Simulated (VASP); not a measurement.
# Ge (I4/mmm) in VASP: a series of runs, part 3 of 3

VASP 6.6.1. Earlier steps stand in the parts before.

## 5. Relaxation of cell and atoms, PBEsol+D4

Contents of INCAR:

```
PREC     = Accurate       # precision mode
ENCUT    = 600            # plane-wave cutoff, eV
EDIFF    = 1E-6           # SCF threshold, eV
ISMEAR   = -1             # smearing method
SIGMA    = 0.05           # smearing width, eV
LREAL    = False          # projectors in reciprocal space
LASPH    = True           # aspherical terms in the spheres
NELM     = 100            # most SCF steps
ALGO     = Normal         # electronic algorithm
ISIF     = 3              # what is computed and relaxed
LWAVE    = False          # write WAVECAR
LCHARG   = False          # write CHGCAR
GGA      = PS             # functional
IVDW     = 13             # dispersion correction
IBRION   = 2              # ionic algorithm
NSW      = 60             # ionic steps
EDIFFG   = -0.01          # ionic threshold
```

Contents of KPOINTS:

```
regular mesh
0
Gamma
  12 12 12
```

Contents of POSCAR:

```
Ge
1.0
   -1.6084200000      1.6084200000      1.8731800000
    1.6084200000     -1.6084200000      1.8731800000
    1.6084200000      1.6084200000     -1.8731800000
Ge
1
Direct
    0.5000000000      0.5000000000      0.0000000000
```

Potentials or basis: VASP PAW PBE potentials, release 64 (Ge_d).

Command:

```
$ cat potpaw_PBE.64/Ge_d/POTCAR > POTCAR
$ mpirun -np 1 vasp_std > vasp.out
```

OUTCAR:

```text
PREC = Accurate
   ENCUT = 600
   EDIFF = 1E-6
   ISMEAR = -1
   LREAL = False
   LASPH = True
   NELM = 100
   ISIF = 3
   GGA = PS
   IVDW = 13
   IBRION = 2
   NSW = 60
   EDIFFG = -0.01

 ion  position               nearest neighbor table
   1  0.500  0.500  0.000-

  LATTYP: Found a body centered tetragonal cell.
 ALAT       =     3.2168400000
 C/A-ratio  =     1.1646087465

  Lattice vectors:

 A1 = (  -1.6084200000,   1.6084200000,   1.8731800000)
 A2 = (   1.6084200000,  -1.6084200000,   1.8731800000)
 A3 = (   1.6084200000,   1.6084200000,  -1.8731800000)

Analysis of symmetry for initial positions (statically):
=====================================================================
 Subroutine PRICEL returns:
 Original cell was already a primitive cell.

 Routine SETGRP: Setting up the symmetry group for a
 body centered tetragonal supercell.

 Subroutine GETGRP returns: Found 16 space group operations
 (whereof 16 operations were pure point group operations)
 out of a pool of 16 trial point group operations.

The static configuration has the point symmetry D_4h.

Analysis of symmetry for dynamics (positions and initial velocities):
=====================================================================
 Subroutine PRICEL returns:
 Original cell was already a primitive cell.

 Routine SETGRP: Setting up the symmetry group for a
 body centered tetragonal supercell.

 Subroutine GETGRP returns: Found 16 space group operations
 (whereof 16 operations were pure point group operations)
 out of a pool of 16 trial point group operations.

The dynamic configuration has the point symmetry D_4h.

 Subroutine INISYM returns: Found 16 space group operations
 (whereof 16 operations are pure point group operations),
 and found     1 'primitive' translations

----------------------------------------------------------------------------------------

                                     Primitive cell

  volume of cell :      19.3838

  direct lattice vectors                    reciprocal lattice vectors
    -1.608420000  1.608420000  1.873180000     0.000000000  0.310864078  0.266925763
     1.608420000 -1.608420000  1.873180000     0.310864078  0.000000000  0.266925763
     1.608420000  1.608420000 -1.873180000     0.310864078  0.310864078  0.000000000

  length of vectors
     2.946664743  2.946664743  2.946664743     0.409738743  0.409738743  0.439628195

  position of ions in fractional coordinates (direct lattice)
     0.500000000  0.500000000  0.000000000

  ion indices of the primitive-cell ions
   primitive index   ion index
                 1           1

----------------------------------------------------------------------------------------

 KPOINTS: regular mesh

Automatic generation of k-mesh.
 Grid dimensions read from file:
 generate k-points for:   12   12   12

 Generating k-lattice:

  Cartesian coordinates                     Fractional coordinates (reciprocal lattice)
     0.000000000  0.025905340  0.022243814     0.083333333  0.000000000  0.000000000
     0.025905340  0.000000000  0.022243814     0.000000000  0.083333333  0.000000000
     0.025905340  0.025905340  0.000000000     0.000000000  0.000000000  0.083333333

  Length of vectors
     0.034144895  0.034144895  0.036635683

  Shift w.r.t. Gamma in fractional coordinates (k-lattice)
     0.000000000  0.000000000  0.000000000

 Subroutine IBZKPT returns following result:
 ===========================================

 Found    163 irreducible k-points:

 Following reciprocal coordinates:
            Coordinates               Weight
  0.000000  0.000000  0.000000      1.000000
  0.083333  0.000000 -0.000000      8.000000
  0.166667  0.000000  0.000000      8.000000
  0.250000 -0.000000  0.000000      8.000000
  0.333333 -0.000000  0.000000      8.000000
  0.416667 -0.000000  0.000000      8.000000
[... 16 lines left out ...]
  0.500000  0.166667  0.000000     16.000000
 -0.416667  0.166667 -0.000000     16.000000
 [... further k-points ...]
   k-points           NKPTS =    163   k-points in BZ     NKDIM =    163   number of bands    NBANDS=     11
   number of dos      NEDOS =    301   number of ions     NIONS =      1
   total plane-waves  NPLWV =  13824
   dimension x,y,z NGX =    24 NGY =   24 NGZ =   24
   dimension x,y,z NGXF=    48 NGYF=   48 NGZF=   48
   ions per type =               1
   NGX,Y,Z   is equivalent  to a cutoff of  13.54, 13.54, 13.54 a.u.
   NGXF,Y,Z  is equivalent  to a cutoff of  27.08, 27.08, 27.08 a.u.
 SYSTEM =  unknown system
   PREC   = accura    normal or accurate (medium, high low for compatibility)
   ISTART =      0    job   : 0-new  1-cont  2-samecut
   ICHARG =      2    charge: 1-file 2-atom 10-const
   ISPIN  =      1    spin polarized calculation?
   LNONCOLLINEAR =      F non collinear calculations
   LSORBIT =      F    spin-orbit coupling
   LASPH  =      T    aspherical Exc in radial PAW
   ENCUT  =  600.0 eV  44.10 Ry    6.64 a.u.   5.89  5.89  5.89*2*pi/ulx,y,z
   NELM   =    100;   NELMIN=  2; NELMDL= -5     # of ELM steps
   EDIFF  = 0.1E-05   stopping-criterion for ELM
   LREAL  =      F    real-space projection
   EDIFFG = -.1E-01   stopping-criterion for IOM
   NSW    =     60    number of steps for IOM
   IBRION =      2    ionic relax: 0-MD 1-quasi-New 2-CG
   NFREE  =      1    steps in history (QN), initial steepest desc. (CG)
   ISIF   =      3    stress and relaxation
   ISYM   =      2    0-nonsym 1-usesym 2-fastsym
   POTIM  = 0.5000    time-step for ionic-motion
   TEBEG  =    0.0;   TEEND  =   0.0 temperature during run
   PSTRESS=    0.0 pullay stress
   NELECT =      14.0000    total number of electrons
   NUPDOWN=      -1.0000    fix difference up-down
   EMIN   =  10.00;   EMAX   =-10.00  energy-range for DOS
   EFERMI =   0.00;   METHOD = LEGACY
   ISMEAR =    -1;   SIGMA  =   0.05  broadening in eV -4-tet -1-fermi 0-gaus
   EFERMI_NEDOS =   21; number of points for ismear=-14 and -15
   IALGO  =     38    algorithm
   IMIX   =      4    mixing-type and parameters
     AMIX     =   0.40;   BMIX     =  1.00
     AMIX_MAG =   1.60;   BMIX_MAG =  1.00
  volume/ion in A,a.u.               =      19.38       130.81
  Fermi-wavevector in a.u.,A,eV,Ry     =   1.468829  2.775685 29.354024  2.157460
  Thomas-Fermi vector in A             =   2.584280
   LORBIT       =      0    0 simple, 1 ext, 2 COOP (PROOUT), +10 PAW based schemes
   GGA     = PS    functional components
   LHFCALC =     F    Hartree Fock is set to
   AEXX    =    0.0000 exact exchange contribution
   IVDW    =    13    specifies the selected vdW correction
   LEPSILON=     F    determine dielectric tensor
   LRPA    =     F    only Hartree local field effects (RPA)
 conjugate gradient relaxation of ions
 non-spin polarized calculation
  energy-cutoff  :      600.00
  volume of cell :       19.38
 maximum number of plane-waves:       684
   NGX = 11   NGY = 11   NGZ = 11

--------------------------------------- Ionic step        1  -------------------------------------------

 number of electron      13.9999999 magnetization

 Free energy of the ion-electron system (eV)
  ---------------------------------------------------
  ext. energy  EPLUGINS =         0.00000000
  ---------------------------------------------------
  free energy    TOTEN  =        -4.64784374 eV

  energy without entropy =       -4.64390751  energy(sigma->0) =       -4.64587562

------------------------ aborting loop because EDIFF is reached ----------------------------------------

  DFT-D4 for vdW energy calculation

  Edisp (eV):   -0.21596
[... 264 lines left out ...]
--------------------------------------- Ionic step        8  -------------------------------------------

 number of electron      14.0000004 magnetization

 Free energy of the ion-electron system (eV)
  ---------------------------------------------------
  ext. energy  EPLUGINS =         0.00000000
  ---------------------------------------------------
  free energy    TOTEN  =        -4.65225393 eV

  energy without entropy =       -4.64790482  energy(sigma->0) =       -4.65007937

 E-fermi :   7.2664     XC(G=0): -11.6776

 val. band max:        7.2466599740   @ k =  -0.3333  -0.3333   0.2500
 cond. band min:       7.2988175498   @ k =   0.3333   0.2500   0.1667
 fundamental gap:      0.0521575757
 Fermi energy:         7.2663655122

 k-point     1 :       0.0000    0.0000    0.0000
  band No.  band energies     occupation
      1     -17.5054      2.00000
      2     -17.5054      2.00000
      3     -17.4827      2.00000
      4     -17.4368      2.00000
      5     -17.3921      2.00000
      6      -6.4102      2.00000
      7      16.4975      0.00000
      8      16.8484      0.00000
      9      16.8484      0.00000
     10      21.6673      0.00000
     11      21.6673      0.00000
[... 309 lines left out ...]
 k-point    24 :      -0.4167    0.1667   -0.0000
  band No.  band energies     occupation
      1     -17.5160      2.00000
      2     -17.4815      2.00000
      3     -17.4300      2.00000
      4     -17.4109      2.00000
      5     -17.3812      2.00000
      6      -2.6863      2.00000
      7       5.7325      2.00000
      8      10.0857      0.00000
      9      13.0820      0.00000
     10      18.3218      0.00000
     11      21.1259      0.00000

 [... further k-points ...]

------------------------ aborting loop because EDIFF is reached ----------------------------------------

  DFT-D4 for vdW energy calculation

  Edisp (eV):   -0.23207
[... 24 lines left out ...]
  FREE ENERGIE OF THE ION-ELECTRON SYSTEM (eV)
  ---------------------------------------------------
  free  energy   TOTEN  =        -4.8843206461 eV

  energy  without entropy=       -4.8799715352  energy(sigma->0) =       -4.88214609

 reached required accuracy - stopping structural energy minimisation
```

Run time: 38 s. Hardware: 1 thread of Intel Xeon 6975P-C (Granite Rapids), shared host; peak memory 0.17 GiB.

Results:

| Property | Result |
| --- | --- |
| Free energy | -4.8843 eV |
| Relaxed volume | 17.99 Å³/atom |
| Relaxed cell | a = 2.872 Å, b = 2.872 Å, c = 2.872 Å, α = 113.50°, β = 113.50°, γ = 101.67° |
| Space group after relaxing (to 0.05 Å) | I4/mmm (No. 139) |
| Energy gained by relaxing | 20.5 meV/atom |
| Ionic steps | 8 |
| Pressure after relaxing | 0.0 GPa |
| Band gap on the k mesh | zero (band 7 reaches 16.50 eV, above the bottom of band 8 at 4.16 eV) |
| Dispersion energy per atom | -0.232 eV |

The path:
```csv
step,energy change (eV),largest force (eV/Å),pressure (GPa),volume (Å³)
1,0.0000,0.0000,-4.57,19.38
2,-0.0200,0.0000,0.37,17.87
3,-0.0203,0.0000,0.18,17.99
4,-0.0204,0.0000,-0.01,18.04
5,-0.0204,0.0000,-0.01,18.03
6,-0.0204,0.0000,-0.14,18.02
7,-0.0205,0.0000,-0.26,18.00
8,-0.0205,0.0000,0.01,17.99
```

Final structure:
```
CELL_PARAMETERS angstrom
-1.57471 1.57471 1.81388
1.57471 -1.57471 1.81388
1.57471 1.57471 -1.81388
ATOMIC_POSITIONS crystal
Ge 0.50000 0.50000 0.00000
```

Levels at points of the mesh, in eV from the Fermi level:
```tsv
k point	band 5	band 6	band 7	band 8	band 9	band 10
(0.00, 0.00, 0.00)	-24.66	-13.68	9.23	9.58	9.58	14.40
(0.50, 0.00, 0.00)	-24.62	-7.93	-5.85	5.34	7.72	10.72
(0.50, 0.50, 0.00)	-24.60	-6.83	-5.31	3.36	4.95	8.10
(0.50, 0.50, 0.50)	-24.62	-3.15	-2.58	0.59	0.59	4.36
```

Caveat: the PAW data sets were made with another functional, which shifts forces and pressure a little; pairwise dispersion overbinds metals, which lowers pressure and volume.

## 6. Relaxation of cell and atoms, RPBE+D3(BJ)

Contents of INCAR:

```
SYSTEM = Ge
PREC = Accurate
ENCUT = 600
EDIFF = 1E-6
ISMEAR = -1
SIGMA = 0.05
LREAL = .FALSE.
LASPH = .TRUE.
NELM = 60
ALGO = Normal
ISIF = 3
LWAVE = .FALSE.
LCHARG = .FALSE.
GGA = RP
IVDW = 12
IBRION = 2
NSW = 60
EDIFFG = -0.01
```

Contents of KPOINTS:

```
regular mesh
0
G
  12 12 12
  0 0 0
```

POSCAR is that of step 5.

Potentials or basis: VASP PAW PBE potentials, release 64 (Ge_d).

Command:

```
$ cat potpaw_PBE.64/Ge_d/POTCAR > POTCAR
$ mpirun -np 1 vasp_std > vasp.out
```

OUTCAR:

```text
SYSTEM = Ge
   PREC = Accurate
   ENCUT = 600
   EDIFF = 1E-6
   ISMEAR = -1
   LREAL = .FALSE.
   LASPH = .TRUE.
   NELM = 60
   ISIF = 3
   GGA = RP
   IVDW = 12
   IBRION = 2
   NSW = 60
   EDIFFG = -0.01
 IVDW          = 12

 ion  position               nearest neighbor table
   1  0.500  0.500  0.000-

  LATTYP: Found a body centered tetragonal cell.
 ALAT       =     3.2168400000
 C/A-ratio  =     1.1646087465

  Lattice vectors:

 A1 = (  -1.6084200000,   1.6084200000,   1.8731800000)
 A2 = (   1.6084200000,  -1.6084200000,   1.8731800000)
 A3 = (   1.6084200000,   1.6084200000,  -1.8731800000)

Analysis of symmetry for initial positions (statically):
[... 628 lines left out ...]

  energy  without entropy=       -5.7595914585  energy(sigma->0) =       -5.76141999

[... ionic steps 4 to 34 ...]

--------------------------------------- Ionic step       35  -------------------------------------------

 number of electron      13.9999996 magnetization

------------------------ aborting loop because EDIFF is reached ----------------------------------------
[... 73 lines left out ...]
--------------------------------------- Ionic step       37  -------------------------------------------

 number of electron      13.9999996 magnetization

 Free energy of the ion-electron system (eV)
  ---------------------------------------------------
  ext. energy  EPLUGINS =         0.00000000
  ---------------------------------------------------
  free energy    TOTEN  =        -3.53722767 eV

  energy without entropy =       -3.53552600  energy(sigma->0) =       -3.53637684

 E-fermi :   9.2949     XC(G=0): -12.2157

 val. band max:        9.2813187224   @ k =   0.5000   0.5000   0.2500
 cond. band min:       9.3718405653   @ k =   0.3333   0.2500   0.1667
 fundamental gap:      0.0905218429
 Fermi energy:         9.2949437795

 k-point     1 :       0.0000    0.0000    0.0000
  band No.  band energies     occupation
      1     -15.6937      2.00000
      2     -15.6937      2.00000
      3     -15.6279      2.00000
      4     -15.6276      2.00000
      5     -15.5464      2.00000
      6      -5.7526      2.00000
      7      20.2454      0.00000
      8      20.5553      0.00000
      9      20.5553      0.00000
     10      24.5629      0.00000
     11      24.5629      0.00000
[... 354 lines left out ...]
  FREE ENERGIE OF THE ION-ELECTRON SYSTEM (eV)
  ---------------------------------------------------
  free  energy   TOTEN  =        -5.7670561911 eV

  energy  without entropy=       -5.7653545222  energy(sigma->0) =       -5.76620536

 reached required accuracy - stopping structural energy minimisation
```

It took 2.6 min on 1 thread of Intel Xeon 6975P-C (Granite Rapids), shared host; peak memory 0.2 GiB.

Results:

* Free energy: -5.7671 eV
* Relaxed volume: 15.50 Å³/atom
* Relaxed cell: a = 2.756 Å, b = 2.756 Å, c = 2.756 Å, α = 116.38°, β = 116.38°, γ = 96.40°
* Space group after relaxing (to 0.05 Å): I4/mmm (No. 139)
* Energy gained by relaxing: 264.8 meV/atom
* Ionic steps: 37
* Pressure after relaxing: 0.0 GPa
* Band gap on the k mesh: zero (band 7 reaches 20.25 eV, above the bottom of band 8 at 5.94 eV)
* Dispersion energy per atom: -2.230 eV

Step by step:
```
step  energy change (eV)  largest force (eV/Å)  pressure (GPa)  volume (Å³)
   1              0.0000                0.0000          -16.73        19.38
   2             -0.2205                0.0000           11.49        14.24
   3             -0.2610                0.0000            0.53        15.40
   4             -0.2608                0.0000           -0.61        15.49
   5             -0.2608                0.0000           -0.68        15.49
   6             -0.2609                0.0000           -0.54        15.48
   7             -0.2609                0.0000           -0.56        15.47
   8             -0.2610                0.0000           -0.53        15.46
   9             -0.2610                0.0000           -0.28        15.45
  10             -0.2611                0.0000            0.04        15.41
  11             -0.2611                0.0000            0.04        15.40
  12             -0.2611                0.0000            0.07        15.40
  13             -0.2611                0.0000            0.15        15.40
  14             -0.2611                0.0000            0.16        15.40
  15             -0.2612                0.0000            0.17        15.40
  16             -0.2614                0.0000            0.18        15.39
  17             -0.2617                0.0000            0.19        15.39
  18             -0.2621                0.0000            0.38        15.39
  19             -0.2642                0.0000            1.19        15.36
  20             -0.2642                0.0000            1.24        15.36
  21             -0.2642                0.0000            1.30        15.36
  22             -0.2642                0.0000            1.29        15.36
  23             -0.2643                0.0000            1.26        15.37
  24             -0.2643                0.0000            1.17        15.38
  25             -0.2643                0.0000            1.12        15.37
  26             -0.2643                0.0000            1.15        15.37
  27             -0.2644                0.0000            0.99        15.38
  28             -0.2645                0.0000            0.84        15.40
  29             -0.2647                0.0000            0.46        15.43
  30             -0.2648                0.0000           -0.28        15.50
  31             -0.2647                0.0000            0.44        15.47
  32             -0.2648                0.0000            0.08        15.49
  33             -0.2648                0.0000            0.17        15.48
  34             -0.2648                0.0000            0.17        15.49
  35             -0.2648                0.0000            0.18        15.49
  36             -0.2648                0.0000           -0.08        15.50
  37             -0.2648                0.0000            0.01        15.50
```

Final structure:
```
CELL_PARAMETERS angstrom
-1.45252 1.45252 1.83667
1.45252 -1.45252 1.83667
1.45252 1.45252 -1.83667
ATOMIC_POSITIONS crystal
Ge 0.50000 0.50000 0.00000
```

Caveat: the volume moved by over 15 % at a fixed basis, so the end points are rough; the PAW data sets were made with another functional, which shifts forces and pressure a little; pairwise dispersion overbinds metals, which lowers pressure and volume.

## 7. The runs side by side

```tsv
level	gap on the mesh (eV)	pressure (GPa)	relaxed volume (Å³/atom)
PBE+D3(BJ)	none	0.0	18.68
PBE+D4	none	0.0	18.70
PBEsol+D3(BJ)	none	0.0	17.39
PBEsol+D4	none	0.0	17.99
RPBE+D3(BJ)	none	0.0	15.50
```

Alike in all rows: task relaxation of cell and atoms; potentials or basis VASP PAW PBE potentials, release 64 (Ge_d); no spin polarisation; cell relaxed; k mesh 12 × 12 × 12; cutoff (eV) 600; smearing fermi-dirac 0.05 eV.

Caveats: pairwise dispersion overbinds metals, which lowers pressure and volume; the PAW data sets were made with another functional, which shifts forces and pressure a little (some runs); the volume moved by over 15 % at a fixed basis, so the end points are rough (some runs).

Absolute energies hang on the potentials; compare differences alone.
